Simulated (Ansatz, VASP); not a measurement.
# KF in VASP and in Ansatz

POSCAR

```
KF
1.0
    0.0000000000      2.6529144938      2.6529144938
    2.6529144938      0.0000000000      2.6529144938
    2.6529144938      2.6529144938      0.0000000000
K F
1 1
Direct
    0.0000000000      0.0000000000      0.0000000000
    0.5000000000      0.5000000000      0.5000000000
```

The input INCAR.step1:

```
PREC     = Accurate       # precision mode
ENCUT    = 520            # plane-wave cutoff, eV
ISMEAR   = 0              # smearing method
SIGMA    = 0.05           # smearing width, eV
LREAL    = F              # projectors in reciprocal space
LASPH    = T              # aspherical terms in the spheres
NELM     = 60             # most SCF steps
NBANDS   = 15             # bands
GGA      = PE             # functional
ALGO     = Normal         # electronic algorithm
EDIFF    = 1E-4           # SCF threshold, eV
LWAVE    = T              # write WAVECAR
LCHARG   = F              # write CHGCAR
```

File INCAR.step2:

```
PREC     = Accurate       # precision mode
ENCUT    = 520            # plane-wave cutoff, eV
EDIFF    = 1E-6           # SCF threshold, eV
ISMEAR   = 0              # smearing method
SIGMA    = 0.05           # smearing width, eV
LREAL    = F              # projectors in reciprocal space
LASPH    = T              # aspherical terms in the spheres
NELM     = 60             # most SCF steps
ALGO     = Normal         # electronic algorithm
ISIF     = 2              # what is computed and relaxed
LWAVE    = F              # write WAVECAR
LCHARG   = F              # write CHGCAR
METAGGA  = R2SCAN         # meta-GGA
LMIXTAU  = T            
IVDW     = 13             # dispersion correction
VDW_S6   = 1.0          
VDW_S8   = 0.6018749    
VDW_A1   = 0.51559235   
VDW_A2   = 5.77342911   
NBANDS   = 15             # bands
ISTART   = 1
```

KPOINTS

```
regular mesh
0
Gamma
  8 8 8
```

Input for Ansatz:

```yaml
crystal:
  lattice:
    - [0.0, 2.6529144938, 2.6529144938]
    - [2.6529144938, 0.0, 2.6529144938]
    - [2.6529144938, 2.6529144938, 0.0]
  atoms:
    - { symbol: K, position: [0.0, 0.0, 0.0] }
    - { symbol: F, position: [0.5, 0.5, 0.5] }
basis:
  ecutwfc: 500
  ecutrho_ratio: 4
kpoints:
  mp_grid: { grid: [8, 8, 8] }
hamiltonian:
  xc: r2scan
  dispersion: d4
scf:
  occupations: { method: gaussian, width: 0.05 }
output:
  forces: true
  stress: true
  eigenvalues: true
```

Alike in both runs: task single point; functional r2SCAN; dispersion D4; k mesh 8 × 8 × 8; occupations gaussian, width 0.05 eV; no spin polarisation.

|  | VASP | Ansatz |
| --- | --- | --- |
| version | VASP 6.6.1 | Ansatz 0.2.0 |
| potentials or method | VASP PAW PBE potentials, release 64 (K_sv, F), cutoff 520 eV | scalar-relativistic, plane waves, PAW |
| valence electrons in the cell | 16 | 16 |

```tsv
	VASP	Ansatz	Ansatz less VASP
gap on the k mesh at the Fermi level (eV)	6.95	6.95	+0.001
least direct gap on the mesh (eV)	6.95	6.95	+0.001
pressure (GPa)	0.0	0.0	+0.03
```

VASP's potentials were made for PBE, not for r2SCAN.
